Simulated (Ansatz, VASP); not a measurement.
Two plane-wave programs on HfC

```
Hf C
1.0
     3.36500    0.00000    0.00000
    -1.68250    2.91418    0.00000
     0.00000    0.00000    5.23717
Hf C
2 2
Direct
  0.33333 0.66667 0.25000
  0.66667 0.33333 0.75000
  0.00000 0.00000 0.50000
  0.00000 0.00000 0.00000
```

Alike in both runs: task single point; functional r2SCAN; k mesh 9 × 9 × 5; occupations fermi-dirac, width 0.05 eV; no spin polarisation.

```csv
,VASP,Ansatz
version,VASP 6.6.1,Ansatz 0.2.0
potentials or method,"VASP PAW PBE potentials, release 64 (Hf_pv, C)",Ansatz PAW
plane-wave cutoff (eV),520,500
valence electrons in the cell,28,60
```

Ansatz gave:

- gap on the k mesh at the Fermi level (eV): none
- pressure (GPa): -7.2
- traceless stress, the component that is largest in VASP (GPa): 4.05

Task: Estimate VASP's values.

Result: gap on the k mesh at the Fermi level (eV): none; pressure (GPa): -8.3; traceless stress, the component that is largest in VASP (GPa): 4.11.

VASP's potentials were made for PBE, not for r2SCAN. A gap of «none» marks a metal or a gap that the smearing closes. VASP's potentials hold 28 valence electrons a cell and Ansatz's 60, so a difference there can come from the potentials and not from the codes.

Neither program's run includes spin-orbit coupling.
